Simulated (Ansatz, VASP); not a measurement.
**Two plane-wave programs on P**

The input POSCAR:

```
P
1.0
    3.2800000000      0.0000000000      0.0000000000
   -1.6400000000      2.8405633244      0.0000000000
    0.0000000000      0.0000000000     28.0000000000
P
2
Direct
    0.3333333333      0.6666666667      0.5280892857
    0.6666666667      0.3333333333      0.4719107143
```

File INCAR.step1:

```
SYSTEM = P
  PREC = Accurate
  ENCUT = 520
  ISMEAR = 0
  SIGMA = 0.02
  LREAL = .False.
  LASPH = .True.
  NELM = 80
  LDIPOL = .True.
  IDIPOL = 3
  DIPOL = 0.5 0.5 0.500
  NBANDS = 12
  GGA = PE
  ALGO = Normal
  EDIFF = 1E-4
  LWAVE = .True.
  LCHARG = .False.
```

Contents of INCAR.step2:

```
SYSTEM = P
  PREC = Accurate
  ENCUT = 520
  EDIFF = 1E-6
  ISMEAR = 0
  SIGMA = 0.02
  LREAL = .False.
  LASPH = .True.
  NELM = 80
  ALGO = Normal
  ISIF = 2
  LWAVE = .False.
  LCHARG = .False.
  LDIPOL = .True.
  IDIPOL = 3
  DIPOL = 0.5 0.5 0.500
  METAGGA = R2SCAN
  LMIXTAU = .True.
  NBANDS = 12
  ISTART = 1
```

Contents of KPOINTS:

```
regular mesh
0
Gamma
  9 9 1
  0 0 0
```

Input for Ansatz:

```yaml
crystal:
  lattice:
    - [3.28, 0.0, 0.0]
    - [-1.64, 2.8405633244, 0.0]
    - [0.0, 0.0, 28.0]
  atoms:
    - { symbol: P, position: [0.3333333333, 0.6666666667, 0.5280892857] }
    - { symbol: P, position: [0.6666666667, 0.3333333333, 0.4719107143] }
  periodic: [true, true, false]
basis:
  ecutwfc: 500
kpoints:
  mp_grid: { grid: [9, 9, 1] }
hamiltonian:
  xc: r2scan
scf:
  occupations: { method: gaussian, width: 0.02 }
output:
  forces: true
  stress: true
  eigenvalues: true
```

Alike in both runs: task single point; functional r2SCAN; k mesh 9 × 9 × 1; occupations gaussian, width 0.02 eV; no spin polarisation.

|  | VASP | Ansatz |
| --- | --- | --- |
| version | VASP 6.6.1 | Ansatz 0.2.0 |
| potentials or method | VASP PAW PBE potentials, release 64 (P), cutoff 520 eV | scalar-relativistic, plane waves, PAW |
| valence electrons in the cell | 10 | 10 |

|  | VASP | Ansatz | Ansatz less VASP |
| --- | --- | --- | --- |
| gap on the k mesh at the Fermi level (eV) | none | none | - |
| rms of the force components (eV/Å) | 2.563 | 2.530 | -0.0327 |

VASP's potentials were made for PBE, not for r2SCAN. Atom by atom the forces differ by 0.033 eV/Å (rms over components). A gap of «none» marks a metal or a gap that the smearing closes. With one functional, cell and mesh, what is left measures potentials, basis and numerics.
